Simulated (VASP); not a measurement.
# Ga (Im-3m) in VASP: single point with LDA

Aim: the single point of Ga with LDA.

Program: VASP 6.6.1. These are calculated values, not measurements. Logs are shortened: lines on timing, memory, paths and dates and some standing lists are left out, and cuts for length are marked.

## Step 1: The cell of the first run

The structure is cubic, space group Im-3m (No. 229). The conventional cell has a = 3.272 Å, b = 3.272 Å, c = 3.272 Å, α = 90.00°, β = 90.00°, γ = 90.00°. Within 3.7 Å of Ga (site symmetry m-3m) lie 14 Ga at 2.83 to 3.27 Å.

## Step 2: Single point, LDA

Input file INCAR:

```
ALGO = Normal
EDIFF = 1E-6
ENCUT = 520
GGA = CA
ISIF = 2
ISMEAR = -1
LASPH = True
LCHARG = True
LELF = True
LREAL = False
LVHAR = True
LWAVE = False
NBANDS = 12
NELM = 60
PREC = Accurate
SIGMA = 0.13605693000000002
```

Input file KPOINTS:

```
k-points
0
Gamma
  14 14 14
```

Input file POSCAR:

```
Ga
1.0
   -1.6358446259      1.6358446259      1.6358446259
    1.6358446259     -1.6358446259      1.6358446259
    1.6358446259      1.6358446259     -1.6358446259
Ga
1
Direct
    0.0000000000      0.0000000000      0.0000000000
```

Potentials or basis: VASP PAW LDA potentials, release 64 (Ga_d).

Started as:

```
$ cat potpaw_LDA.64/Ga_d/POTCAR > POTCAR
$ mpirun -np 1 vasp_std > vasp.out
```

OUTCAR:

```text
EDIFF = 1E-6
   ENCUT = 520
   GGA = CA
   ISIF = 2
   ISMEAR = -1
   LASPH = True
   LREAL = False
   NELM = 60
   PREC = Accurate

 ion  position               nearest neighbor table
   1  0.000  0.000  0.000-

  LATTYP: Found a body centered cubic cell.
 ALAT       =     3.2716892518

  Lattice vectors:

 A1 = (  -1.6358446259,   1.6358446259,   1.6358446259)
 A2 = (   1.6358446259,  -1.6358446259,   1.6358446259)
 A3 = (   1.6358446259,   1.6358446259,  -1.6358446259)

Analysis of symmetry for initial positions (statically):
=====================================================================
 Subroutine PRICEL returns:
 Original cell was already a primitive cell.

 Routine SETGRP: Setting up the symmetry group for a
 body centered cubic supercell.

 Subroutine GETGRP returns: Found 48 space group operations
 (whereof 48 operations were pure point group operations)
 out of a pool of 48 trial point group operations.

The static configuration has the point symmetry O_h .

Analysis of symmetry for dynamics (positions and initial velocities):
=====================================================================
 Subroutine PRICEL returns:
 Original cell was already a primitive cell.

 Routine SETGRP: Setting up the symmetry group for a
 body centered cubic supercell.

 Subroutine GETGRP returns: Found 48 space group operations
 (whereof 48 operations were pure point group operations)
 out of a pool of 48 trial point group operations.

The dynamic configuration has the point symmetry O_h .

 Subroutine INISYM returns: Found 48 space group operations
 (whereof 48 operations are pure point group operations),
 and found     1 'primitive' translations

----------------------------------------------------------------------------------------

                                     Primitive cell

  volume of cell :      17.5100

  direct lattice vectors                    reciprocal lattice vectors
    -1.635844626  1.635844626  1.635844626     0.000000000  0.305652500  0.305652500
     1.635844626 -1.635844626  1.635844626     0.305652500  0.000000000  0.305652500
     1.635844626  1.635844626 -1.635844626     0.305652500  0.305652500  0.000000000

  length of vectors
     2.833366005  2.833366005  2.833366005     0.432257911  0.432257911  0.432257911

  position of ions in fractional coordinates (direct lattice)
     0.000000000  0.000000000  0.000000000

  ion indices of the primitive-cell ions
   primitive index   ion index
                 1           1

----------------------------------------------------------------------------------------

 KPOINTS: k-points

Automatic generation of k-mesh.
 Grid dimensions read from file:
 generate k-points for:   14   14   14

 Generating k-lattice:

  Cartesian coordinates                     Fractional coordinates (reciprocal lattice)
     0.000000000  0.021832321  0.021832321     0.071428571  0.000000000  0.000000000
     0.021832321  0.000000000  0.021832321     0.000000000  0.071428571  0.000000000
     0.021832321  0.021832321  0.000000000     0.000000000  0.000000000  0.071428571

  Length of vectors
     0.030875565  0.030875565  0.030875565

  Shift w.r.t. Gamma in fractional coordinates (k-lattice)
     0.000000000  0.000000000  0.000000000

 Subroutine IBZKPT returns following result:
 ===========================================

 Found    104 irreducible k-points:

 Following reciprocal coordinates:
            Coordinates               Weight
  0.000000  0.000000  0.000000      1.000000
  0.071429  0.000000  0.000000     12.000000
  0.142857  0.000000  0.000000     12.000000
  0.214286  0.000000  0.000000     12.000000
  0.285714  0.000000  0.000000     12.000000
  0.357143  0.000000  0.000000     12.000000
[... 16 lines left out ...]
  0.285714  0.285714  0.000000     24.000000
  0.357143  0.285714 -0.000000     24.000000
 [... further k-points ...]
   k-points           NKPTS =    104   k-points in BZ     NKDIM =    104   number of bands    NBANDS=     12
   number of dos      NEDOS =    301   number of ions     NIONS =      1
   total plane-waves  NPLWV =  13824
   dimension x,y,z NGX =    24 NGY =   24 NGZ =   24
   dimension x,y,z NGXF=    48 NGYF=   48 NGZF=   48
   ions per type =               1
   NGX,Y,Z   is equivalent  to a cutoff of  14.08, 14.08, 14.08 a.u.
   NGXF,Y,Z  is equivalent  to a cutoff of  28.16, 28.16, 28.16 a.u.
 SYSTEM =  unknown system
   PREC   = accura    normal or accurate (medium, high low for compatibility)
   ISTART =      0    job   : 0-new  1-cont  2-samecut
   ICHARG =      2    charge: 1-file 2-atom 10-const
   ISPIN  =      1    spin polarized calculation?
   LNONCOLLINEAR =      F non collinear calculations
   LSORBIT =      F    spin-orbit coupling
   LASPH  =      T    aspherical Exc in radial PAW
   ENCUT  =  520.0 eV  38.22 Ry    6.18 a.u.   5.27  5.27  5.27*2*pi/ulx,y,z
   NELM   =     60;   NELMIN=  2; NELMDL= -5     # of ELM steps
   EDIFF  = 0.1E-05   stopping-criterion for ELM
   LREAL  =      F    real-space projection
   EDIFFG = 0.1E-04   stopping-criterion for IOM
   NSW    =      0    number of steps for IOM
   IBRION =     -1    ionic relax: 0-MD 1-quasi-New 2-CG
   NFREE  =      0    steps in history (QN), initial steepest desc. (CG)
   ISIF   =      2    stress and relaxation
   ISYM   =      2    0-nonsym 1-usesym 2-fastsym
   POTIM  = 0.5000    time-step for ionic-motion
   TEBEG  =    0.0;   TEEND  =   0.0 temperature during run
   PSTRESS=    0.0 pullay stress
   NELECT =      13.0000    total number of electrons
   NUPDOWN=      -1.0000    fix difference up-down
   EMIN   =  10.00;   EMAX   =-10.00  energy-range for DOS
   EFERMI =   0.00;   METHOD = LEGACY
   ISMEAR =    -1;   SIGMA  =   0.14  broadening in eV -4-tet -1-fermi 0-gaus
   EFERMI_NEDOS =   21; number of points for ismear=-14 and -15
   IALGO  =     38    algorithm
   IMIX   =      4    mixing-type and parameters
     AMIX     =   0.40;   BMIX     =  1.00
     AMIX_MAG =   1.60;   BMIX_MAG =  1.00
  volume/ion in A,a.u.               =      17.51       118.16
  Fermi-wavevector in a.u.,A,eV,Ry     =   1.482383  2.801299 29.898269  2.197461
  Thomas-Fermi vector in A             =   2.596176
   LORBIT       =      0    0 simple, 1 ext, 2 COOP (PROOUT), +10 PAW based schemes
   GGA     = CA    functional components
   LHFCALC =     F    Hartree Fock is set to
   AEXX    =    0.0000 exact exchange contribution
   IVDW    =     0    specifies the selected vdW correction
   LEPSILON=     F    determine dielectric tensor
   LRPA    =     F    only Hartree local field effects (RPA)
 non-spin polarized calculation
  energy-cutoff  :      520.00
  volume of cell :       17.51
 maximum number of plane-waves:       490
 NGX is ok and might be reduce to    24
   NGX = 11   NGY = 11   NGZ = 11

 number of electron      13.0000006 magnetization

 Free energy of the ion-electron system (eV)
  ---------------------------------------------------
  ext. energy  EPLUGINS =         0.00000000
  ---------------------------------------------------
  free energy    TOTEN  =        -3.55285595 eV

  energy without entropy =       -3.52935873  energy(sigma->0) =       -3.54110734

 E-fermi :   6.0044     XC(G=0): -11.7165

 val. band max:        5.9846715169   @ k =  -0.4286  -0.4286   0.2857
 cond. band min:       6.0179899105   @ k =   0.2857   0.2143   0.0000
 fundamental gap:      0.0333183936
 Fermi energy:         6.0044279733

 k-point     1 :       0.0000    0.0000    0.0000
  band No.  band energies     occupation
      1      -9.0720      2.00000
      2      -9.0720      2.00000
      3      -9.0720      2.00000
      4      -8.8473      2.00000
      5      -8.8473      2.00000
      6      -5.6070      2.00000
      7      19.3327      0.00000
      8      19.3327      0.00000
      9      19.3327      0.00000
     10      23.9987      0.00000
     11      23.9987      0.00000
     12      23.9988      0.00000

 k-point     2 :       0.0714    0.0000    0.0000
  band No.  band energies     occupation
      1      -9.0771      2.00000
      2      -9.0686      2.00000
      3      -9.0547      2.00000
      4      -8.8525      2.00000
      5      -8.8473      2.00000
      6      -5.4607      2.00000
      7      17.9767      0.00000
      8      18.6124      0.00000
      9      19.0724      0.00000
     10      22.3082      0.00000
     11      22.4816      0.00000
     12      23.7447      0.00000

 k-point     3 :       0.1429    0.0000    0.0000
  band No.  band energies     occupation
      1      -9.0915      2.00000
      2      -9.0631      2.00000
      3      -9.0058      2.00000
      4      -8.8653      2.00000
      5      -8.8472      2.00000
      6      -5.0184      2.00000
      7      15.1395      0.00000
      8      17.2712      0.00000
      9      18.3678      0.00000
     10      21.0502      0.00000
     11      21.0831      0.00000
     12      23.5637      0.00000

 k-point     4 :       0.2143    0.0000    0.0000
  band No.  band energies     occupation
      1      -9.1122      2.00000
      2      -9.0670      2.00000
      3      -8.9341      2.00000
      4      -8.8769      2.00000
      5      -8.8469      2.00000
      6      -4.2747      2.00000
      7      12.0787      0.00000
      8      15.9626      0.00000
      9      17.4782      0.00000
     10      19.9505      0.00000
     11      20.1156      0.00000
     12      24.0151      0.00000

 k-point     5 :       0.2857    0.0000    0.0000
  band No.  band energies     occupation
      1      -9.1352      2.00000
      2      -9.0879      2.00000
      3      -8.8781      2.00000
      4      -8.8530      2.00000
      5      -8.8463      2.00000
      6      -3.2270      2.00000
      7       9.1399      0.00000
      8      14.8666      0.00000
      9      16.6489      0.00000
     10      19.0786      0.00000
     11      19.4040      0.00000
     12      24.9199      0.00000

 k-point     6 :       0.3571    0.0000    0.0000
  band No.  band energies     occupation
      1      -9.1558      2.00000
      2      -9.1186      2.00000
      3      -8.8706      2.00000
      4      -8.8455      2.00000
      5      -8.7785      2.00000
      6      -1.8785      2.00000
      7       6.4151      0.09318
      8      14.0496      0.00000
      9      16.0051      0.00000
     10      18.4614      0.00000
     11      18.9025      0.00000
     12      26.1525      0.00000

 k-point     7 :       0.4286    0.0000    0.0000
  band No.  band energies     occupation
      1      -9.1701      2.00000
      2      -9.1441      2.00000
      3      -8.8625      2.00000
      4      -8.8449      2.00000
      5      -8.7262      2.00000
      6      -0.2390      2.00000
      7       3.9431      2.00000
      8      13.5464      0.00000
      9      15.6030      0.00000
     10      18.0935      0.00000
     11      18.6051      0.00000
     12      27.5607      0.00000

 k-point     8 :       0.5000    0.0000    0.0000
  band No.  band energies     occupation
      1      -9.1752      2.00000
      2      -9.1539      2.00000
      3      -8.8591      2.00000
      4      -8.8446      2.00000
      5      -8.7073      2.00000
      6       1.4539      2.00000
      7       1.9719      2.00000
      8      13.3765      0.00000
      9      15.4667      0.00000
     10      17.9712      0.00000
     11      18.5067      0.00000
     12      28.4575      0.00000
[... 166 lines left out ...]
 k-point    20 :       0.2143    0.2143    0.0000
  band No.  band energies     occupation
      1      -9.1350      2.00000
      2      -9.0589      2.00000
      3      -8.8845      2.00000
      4      -8.8791      2.00000
      5      -8.8082      2.00000
      6      -1.5810      2.00000
      7       8.1473      0.00000
      8       9.3260      0.00000
      9      14.5588      0.00000
     10      21.3086      0.00000
     11      21.7421      0.00000
     12      26.6273      0.00000

 k-point    21 :       0.2857    0.2143    0.0000
  band No.  band energies     occupation
      1      -9.1441      2.00000
      2      -9.0532      2.00000
      3      -8.8887      2.00000
      4      -8.8715      2.00000
      5      -8.7891      2.00000
      6      -0.0988      2.00000
      7       6.0180      0.95020
      8       8.3025      0.00000
      9      14.0368      0.00000
     10      21.0671      0.00000
     11      22.8253      0.00000
     12      26.8434      0.00000

 k-point    22 :       0.3571    0.2143    0.0000
  band No.  band energies     occupation
      1      -9.1493      2.00000
      2      -9.0530      2.00000
      3      -8.8945      2.00000
      4      -8.8588      2.00000
      5      -8.7804      2.00000
      6       1.6261      2.00000
      7       3.8142      2.00000
      8       7.9378      0.00000
      9      13.7703      0.00000
     10      20.8534      0.00000
     11      24.2424      0.00000
     12      26.2108      0.00000

 k-point    23 :       0.2857    0.2857    0.0000
  band No.  band energies     occupation
      1      -9.1450      2.00000
      2      -9.0180      2.00000
      3      -8.9180      2.00000
      4      -8.8561      2.00000
      5      -8.7985      2.00000
      6       1.4906      2.00000
      7       5.2506      1.99218
      8       6.2416      0.29790
      9      13.6622      0.00000
     10      22.2414      0.00000
     11      22.7968      0.00000
     12      26.3050      0.00000

 k-point    24 :       0.3571    0.2857   -0.0000
  band No.  band energies     occupation
      1      -9.1452      2.00000
      2      -8.9979      2.00000
      3      -8.9363      2.00000
      4      -8.8424      2.00000
      5      -8.8100      2.00000
      6       2.9084      2.00000
      7       3.9287      2.00000
      8       5.7290      1.76671
      9      13.5355      0.00000
     10      22.3387      0.00000
     11      24.0224      0.00000
     12      24.6326      0.00000

 [... further k-points ...]
[... 5 lines left out ...]
  --------------------------------------------------------------------------------------
  -------------------------------------------------------------------------------------
  Total       -0.0610789     -0.0610789     -0.0610789      0.0000000      0.0000000      0.0000000
  in kB       -5.5887620     -5.5887620     -5.5887620      0.0000000      0.0000000      0.0000000
  external PRESSURE =      -5.5887620 kB  Pullay stress =       0.0000000 kB

 VOLUME and BASIS-vectors are now :
 -----------------------------------------------------------------------------
  energy-cutoff  :      520.00
  volume of cell :       17.51
      direct lattice vectors                 reciprocal lattice vectors
    -1.635844626  1.635844626  1.635844626     0.000000000  0.305652500  0.305652500
     1.635844626 -1.635844626  1.635844626     0.305652500  0.000000000  0.305652500
     1.635844626  1.635844626 -1.635844626     0.305652500  0.305652500  0.000000000

 POSITION                                       TOTAL-FORCE (eV/Angst)
 -----------------------------------------------------------------------------------
      0.00000      0.00000      0.00000         0.000000      0.000000      0.000000
 -----------------------------------------------------------------------------------
    total drift:                                0.000000      0.000000      0.000000

  FREE ENERGIE OF THE ION-ELECTRON SYSTEM (eV)
  ---------------------------------------------------
  free  energy   TOTEN  =        -3.5528559546 eV

  energy  without entropy=       -3.5293587278  energy(sigma->0) =       -3.54110734
```

It took 8.2 s on 1 thread of Intel Xeon Platinum 8488C (Sapphire Rapids), shared host; peak memory 0.14 GiB.

What came out:

```yaml
Free_energy: -3.5529 eV
Pressure: -0.6 GPa
```
